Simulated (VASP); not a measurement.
# ZnS in VASP: further runs

ZnS is run at these levels: PBE; tasks: single point.

Everything below comes from runs of VASP 6.6.1. Logs are shortened: lines on timing, memory, paths and dates and some standing lists are left out, and cuts for length are marked.

## Step 1: The cell of the first run

Symmetry: R3m, No. 160, trigonal system. Conventional cell: a = 3.787 Å, b = 3.787 Å, c = 9.557 Å, α = 90.00°, β = 90.00°, γ = 120.00°. Zn (site symmetry 3m) has 4 S at 2.33 to 2.39 Å within 3.1 Å. S (site symmetry 3m) has 4 Zn at 2.33 to 2.39 Å within 3.1 Å.

## Step 2: Single point, PBE (equal xy, yz and zx shear strains of +2 %)

INCAR reads:

```
PREC = Accurate ; ENCUT = 520
EDIFF = 1E-6 ; ISMEAR = -1
SIGMA = 0.01 ; LREAL = F
LASPH = T ; NELM = 100
ALGO = Normal ; ISIF = 2
LWAVE = F ; LCHARG = T
GGA = PE ; LELF = T
LVHAR = T ; NBANDS = 16
```

KPOINTS reads:

```
Automatic mesh
0
Gamma
  8 8 8
```

POSCAR reads:

```
ZnS
1.0
    0.0540930000      2.7316965000      2.7316965000
    2.7316965000      0.0540930000      2.7316965000
    2.7316965000      2.7316965000      0.0540930000
Zn S
1 1
Direct
    0.0000000000      0.0000000000      0.0000000000
    0.7500000000      0.7500000000      0.7500000000
```

Potentials or basis: VASP PAW PBE potentials, release 64 (Zn, S).

The run is started by

```
cat potpaw_PBE.64/Zn/POTCAR potpaw_PBE.64/S/POTCAR > POTCAR
mpirun -np 1 vasp_std > vasp.out
```

OUTCAR:

```text
PREC = Accurate
   ENCUT = 520
   EDIFF = 1E-6
   ISMEAR = -1
   LREAL = F
   LASPH = T
   NELM = 100
   ISIF = 2
   GGA = PE

 ion  position               nearest neighbor table
   1  0.000  0.000  0.000-   2 2.33   2 2.33   2 2.33   2 2.39
   2  0.750  0.750  0.750-   1 2.33   1 2.33   1 2.33   1 2.39

  LATTYP: Found a trigonal (rhomboedric) cell.
 ALAT       =     3.8635809282
 COS(alpha) =     0.5197000882

  Lattice vectors:

 A1 = (   0.0540930000,   2.7316965000,   2.7316965000)
 A2 = (   2.7316965000,   0.0540930000,   2.7316965000)
 A3 = (   2.7316965000,   2.7316965000,   0.0540930000)

Analysis of symmetry for initial positions (statically):
=====================================================================
 Subroutine PRICEL returns:
 Original cell was already a primitive cell.

 Routine SETGRP: Setting up the symmetry group for a
 trigonal (rhombohedral) supercell.

 Subroutine GETGRP returns: Found  6 space group operations
 (whereof  6 operations were pure point group operations)
 out of a pool of 12 trial point group operations.

The static configuration has the point symmetry C_3v.

Analysis of symmetry for dynamics (positions and initial velocities):
=====================================================================
 Subroutine PRICEL returns:
 Original cell was already a primitive cell.

 Routine SETGRP: Setting up the symmetry group for a
 trigonal (rhombohedral) supercell.

 Subroutine GETGRP returns: Found  6 space group operations
 (whereof  6 operations were pure point group operations)
 out of a pool of 12 trial point group operations.

The dynamic configuration has the point symmetry C_3v.

 Subroutine INISYM returns: Found  6 space group operations
 (whereof  6 operations are pure point group operations),
 and found     1 'primitive' translations

----------------------------------------------------------------------------------------

                                     Primitive cell

  volume of cell :      39.5579

  direct lattice vectors                    reciprocal lattice vectors
     0.054093000  2.731696500  2.731696500    -0.188564872  0.184903418  0.184903418
     2.731696500  0.054093000  2.731696500     0.184903418 -0.188564872  0.184903418
     2.731696500  2.731696500  0.054093000     0.184903418  0.184903418 -0.188564872

  length of vectors
     3.863580928  3.863580928  3.863580928     0.322389917  0.322389917  0.322389917

  position of ions in fractional coordinates (direct lattice)
     0.000000000  0.000000000  0.000000000
     0.750000000  0.750000000  0.750000000

  ion indices of the primitive-cell ions
   primitive index   ion index
                 1           1
                 2           2

----------------------------------------------------------------------------------------

 KPOINTS: Automatic mesh

Automatic generation of k-mesh.
 Grid dimensions read from file:
 generate k-points for:    8    8    8

 Generating k-lattice:

  Cartesian coordinates                     Fractional coordinates (reciprocal lattice)
    -0.023570609  0.023112927  0.023112927     0.125000000  0.000000000  0.000000000
     0.023112927 -0.023570609  0.023112927     0.000000000  0.125000000  0.000000000
     0.023112927  0.023112927 -0.023570609     0.000000000  0.000000000  0.125000000

  Length of vectors
     0.040298740  0.040298740  0.040298740

  Shift w.r.t. Gamma in fractional coordinates (k-lattice)
     0.000000000  0.000000000  0.000000000

 Subroutine IBZKPT returns following result:
 ===========================================

 Found     65 irreducible k-points:

 Following reciprocal coordinates:
            Coordinates               Weight
  0.000000  0.000000  0.000000      1.000000
  0.125000  0.000000 -0.000000      6.000000
  0.250000  0.000000 -0.000000      6.000000
  0.375000  0.000000 -0.000000      6.000000
  0.500000  0.000000 -0.000000      3.000000
  0.125000  0.125000 -0.000000      6.000000
[... 16 lines left out ...]
  0.250000  0.125000  0.125000      6.000000
  0.375000  0.125000  0.125000      6.000000
 [... further k-points ...]
   k-points           NKPTS =     65   k-points in BZ     NKDIM =     65   number of bands    NBANDS=     16
   number of dos      NEDOS =    301   number of ions     NIONS =      2
   total plane-waves  NPLWV =  27000
   dimension x,y,z NGX =    30 NGY =   30 NGZ =   30
   dimension x,y,z NGXF=    60 NGYF=   60 NGZF=   60
   ions per type =               1   1
   NGX,Y,Z   is equivalent  to a cutoff of  12.91, 12.91, 12.91 a.u.
   NGXF,Y,Z  is equivalent  to a cutoff of  25.82, 25.82, 25.82 a.u.
 SYSTEM =  unknown system
   PREC   = accura    normal or accurate (medium, high low for compatibility)
   ISTART =      0    job   : 0-new  1-cont  2-samecut
   ICHARG =      2    charge: 1-file 2-atom 10-const
   ISPIN  =      1    spin polarized calculation?
   LNONCOLLINEAR =      F non collinear calculations
   LSORBIT =      F    spin-orbit coupling
   LASPH  =      T    aspherical Exc in radial PAW
   ENCUT  =  520.0 eV  38.22 Ry    6.18 a.u.   7.18  7.18  7.18*2*pi/ulx,y,z
   NELM   =    100;   NELMIN=  2; NELMDL= -5     # of ELM steps
   EDIFF  = 0.1E-05   stopping-criterion for ELM
   LREAL  =      F    real-space projection
   EDIFFG = 0.1E-04   stopping-criterion for IOM
   NSW    =      0    number of steps for IOM
   IBRION =     -1    ionic relax: 0-MD 1-quasi-New 2-CG
   NFREE  =      0    steps in history (QN), initial steepest desc. (CG)
   ISIF   =      2    stress and relaxation
   ISYM   =      2    0-nonsym 1-usesym 2-fastsym
   POTIM  = 0.5000    time-step for ionic-motion
   TEBEG  =    0.0;   TEEND  =   0.0 temperature during run
   PSTRESS=    0.0 pullay stress
   NELECT =      18.0000    total number of electrons
   NUPDOWN=      -1.0000    fix difference up-down
   EMIN   =  10.00;   EMAX   =-10.00  energy-range for DOS
   EFERMI =   0.00;   METHOD = LEGACY
   ISMEAR =    -1;   SIGMA  =   0.01  broadening in eV -4-tet -1-fermi 0-gaus
   EFERMI_NEDOS =   21; number of points for ismear=-14 and -15
   IALGO  =     38    algorithm
   IMIX   =      4    mixing-type and parameters
     AMIX     =   0.40;   BMIX     =  1.00
     AMIX_MAG =   1.60;   BMIX_MAG =  1.00
  volume/ion in A,a.u.               =      19.78       133.48
  Fermi-wavevector in a.u.,A,eV,Ry     =   1.259180  2.379505 21.572496  1.585534
  Thomas-Fermi vector in A             =   2.392752
   LORBIT       =      0    0 simple, 1 ext, 2 COOP (PROOUT), +10 PAW based schemes
   GGA     = PE    functional components
   LHFCALC =     F    Hartree Fock is set to
   AEXX    =    0.0000 exact exchange contribution
   IVDW    =     0    specifies the selected vdW correction
   LEPSILON=     F    determine dielectric tensor
   LRPA    =     F    only Hartree local field effects (RPA)
 non-spin polarized calculation
  energy-cutoff  :      520.00
  volume of cell :       39.56
 maximum number of plane-waves:      1075
 NGX is ok and might be reduce to    30
   NGX = 15   NGY = 15   NGZ = 15

 number of electron      18.0000008 magnetization

 Free energy of the ion-electron system (eV)
  ---------------------------------------------------
  ext. energy  EPLUGINS =         0.00000000
  ---------------------------------------------------
  free energy    TOTEN  =        -6.83835080 eV

  energy without entropy =       -6.83835080  energy(sigma->0) =       -6.83835080

 E-fermi :   2.3543     XC(G=0):  -9.6175

 val. band max:        2.1208933148   @ k =   0.0000   0.0000   0.0000
 cond. band min:       4.1731555836   @ k =   0.0000   0.0000   0.0000
 fundamental gap:      2.0522622688
 Fermi energy:         2.3543407392

 k-point     1 :       0.0000    0.0000    0.0000
  band No.  band energies     occupation
      1     -11.0418      2.00000
      2      -4.2561      2.00000
      3      -4.2561      2.00000
      4      -4.2348      2.00000
      5      -3.7534      2.00000
      6      -3.7534      2.00000
[... 8 lines left out ...]
     15      13.8499      0.00000
     16      13.9441      0.00000

 k-point     2 :       0.1250    0.0000   -0.0000
  band No.  band energies     occupation
      1     -10.9229      2.00000
      2      -4.2552      2.00000
      3      -4.2339      2.00000
      4      -4.2137      2.00000
      5      -3.7561      2.00000
      6      -3.7548      2.00000
[... 8 lines left out ...]
     15      13.2822      0.00000
     16      14.7396      0.00000

 k-point     3 :       0.2500    0.0000   -0.0000
  band No.  band energies     occupation
      1     -10.6122      2.00000
      2      -4.2112      2.00000
      3      -4.1851      2.00000
      4      -4.1646      2.00000
      5      -3.7546      2.00000
      6      -3.7506      2.00000
[... 8 lines left out ...]
     15      13.1416      0.00000
     16      14.2462      0.00000

 k-point     4 :       0.3750    0.0000   -0.0000
  band No.  band energies     occupation
      1     -10.2590      2.00000
      2      -4.1462      2.00000
      3      -4.1356      2.00000
      4      -3.9854      2.00000
      5      -3.7377      2.00000
      6      -3.7320      2.00000
[... 8 lines left out ...]
     15      14.0427      0.00000
     16      14.3336      0.00000
[... 324 lines left out ...]
 k-point    22 :       0.1250    0.1250    0.1250
  band No.  band energies     occupation
      1     -10.9333      2.00000
      2      -4.2379      2.00000
      3      -4.2379      2.00000
      4      -4.2307      2.00000
      5      -3.7541      2.00000
      6      -3.7541      2.00000
[... 8 lines left out ...]
     15      13.3369      0.00000
     16      14.7401      0.00000

 k-point    23 :       0.2500    0.1250    0.1250
  band No.  band energies     occupation
      1     -10.7556      2.00000
      2      -4.2353      2.00000
      3      -4.2112      2.00000
      4      -4.1846      2.00000
      5      -3.7666      2.00000
      6      -3.7422      2.00000
[... 8 lines left out ...]
     15      13.4479      0.00000
     16      15.7971      0.00000

 k-point    24 :       0.3750    0.1250    0.1250
  band No.  band energies     occupation
      1     -10.4274      2.00000
      2      -4.1588      2.00000
      3      -4.1534      2.00000
      4      -4.1302      2.00000
      5      -3.7653      2.00000
      6      -3.7266      2.00000
[... 8 lines left out ...]
     15      14.2471      0.00000
     16      15.3007      0.00000

 [... further k-points ...]
[... 5 lines left out ...]
  --------------------------------------------------------------------------------------
  -------------------------------------------------------------------------------------
  Total        0.4108631      0.4108631      0.4108631     -0.3257253     -0.3257253     -0.3257253
  in kB       16.6407906     16.6407906     16.6407906    -13.1925361    -13.1925361    -13.1925361
  external PRESSURE =      16.6407906 kB  Pullay stress =       0.0000000 kB

 VOLUME and BASIS-vectors are now :
 -----------------------------------------------------------------------------
  energy-cutoff  :      520.00
  volume of cell :       39.56
      direct lattice vectors                 reciprocal lattice vectors
     0.054093000  2.731696500  2.731696500    -0.188564872  0.184903418  0.184903418
     2.731696500  0.054093000  2.731696500     0.184903418 -0.188564872  0.184903418
     2.731696500  2.731696500  0.054093000     0.184903418  0.184903418 -0.188564872

 POSITION                                       TOTAL-FORCE (eV/Angst)
 -----------------------------------------------------------------------------------
      0.00000      0.00000      0.00000        -0.099368     -0.099368     -0.099368
      4.13811      4.13811      4.13811         0.099368      0.099368      0.099368
 -----------------------------------------------------------------------------------
    total drift:                               -0.000123     -0.000123     -0.000123

  FREE ENERGIE OF THE ION-ELECTRON SYSTEM (eV)
  ---------------------------------------------------
  free  energy   TOTEN  =        -6.8383507952 eV

  energy  without entropy=       -6.8383507952  energy(sigma->0) =       -6.83835080
```

Wall time 70 s (1 thread of Intel Xeon 8259CL, shared host); peak memory 0.19 GiB.

What came out:

| Item | Value |
| --- | --- |
| Free energy | -6.8384 eV |
| Pressure | 1.7 GPa |
| Largest force | 0.172 eV/Å |
| Band gap on the k mesh | 2.05 eV |

Forces on the atoms (eV/Å):
```
Zn  -0.099 -0.099 -0.099
S    0.099  0.099  0.099
```

Stress tensor (GPa, compression positive):
```
 1.66 -1.32 -1.32
-1.32  1.66 -1.32
-1.32 -1.32  1.66
```

Caveat: the cell differs from its parent crystal (equal xy, yz and zx shear strains of +2 %).

## Step 3: Single point, PBE (atom 1 (Zn) moved by [0.084853, 0.084853, 0.0] A)

INCAR reads:

```
SYSTEM = ZnS
PREC     = Accurate       ! precision mode
ENCUT    = 520            ! plane-wave cutoff, eV
EDIFF    = 1E-7           ! SCF threshold, eV
ISMEAR   = -1             ! smearing method
SIGMA    = 0.01           ! smearing width, eV
LREAL    = .False.        ! projectors in reciprocal space
LASPH    = .True.         ! aspherical terms in the spheres
NELM     = 100            ! most SCF steps
ALGO     = Normal         ! electronic algorithm
ISIF     = 2              ! what is computed and relaxed
LWAVE    = .False.        ! write WAVECAR
LCHARG   = .False.        ! write CHGCAR
GGA      = PE             ! functional
NBANDS   = 16             ! bands
```

KPOINTS reads:

```
Automatic mesh
0
Gamma
  8 8 8
  0 0 0
```

POSCAR reads:

```
ZnS
1.0
    0.0000000000      2.7046500000      2.7046500000
    2.7046500000      0.0000000000      2.7046500000
    2.7046500000      2.7046500000      0.0000000000
Zn S
1 1
Direct
    0.0000000000      0.0000000000      0.0313730057
    0.7500000000      0.7500000000      0.7500000000
```

Potentials or basis: VASP PAW PBE potentials, release 64 (Zn, S).

The run is started by

```
cat potpaw_PBE.64/Zn/POTCAR potpaw_PBE.64/S/POTCAR > POTCAR
mpirun -np 1 vasp_std > vasp.out
```

Wall time 2.2 min (1 thread of Intel Xeon 8259CL, shared host); peak memory 0.22 GiB.

Results (log left out):

- Free energy: -6.8063 eV
- Pressure: 2.0 GPa
- Largest force: 0.728 eV/Å
- Band gap on the k mesh: 2.03 eV

Forces in eV/Å, atoms in the order of the input:
```
Zn  -0.501 -0.501  0.167
S    0.501  0.501 -0.167
```

Stress tensor (GPa, compression positive):
```
 1.94  0.61 -2.00
 0.61  1.94 -2.00
-2.00 -2.00  2.19
```

Levels at points of the mesh, in eV from the valence-band top:
```tsv
k point	band 5	band 6	band 7	band 8	band 9	band 10	band 11	band 12	band 13	band 14
(0.00, 0.00, 0.00)	-5.94	-5.94	-0.21	-0.07	0.00	2.03	6.30	6.31	6.43	11.67
(0.50, 0.00, 0.00)	-5.90	-5.74	-5.33	-1.14	-0.74	3.23	6.51	7.21	8.77	12.03
(0.00, 0.00, 0.50)	-5.92	-5.77	-5.56	-1.10	-0.87	3.38	6.78	7.18	8.87	11.99
(0.50, 0.50, 0.50)	-5.89	-5.72	-5.10	-1.01	-0.78	3.08	6.52	6.93	8.68	12.10
(0.50, 0.50, 0.00)	-5.86	-5.72	-4.64	-2.30	-2.23	3.31	3.98	10.86	11.87	11.95
(0.00, 0.50, 0.50)	-5.86	-5.72	-4.62	-2.31	-2.24	3.28	4.03	10.85	11.77	12.02
```

Caveat: the cell differs from its parent crystal (atom 1 (Zn) moved by [0.084853, 0.084853, 0.0] A).
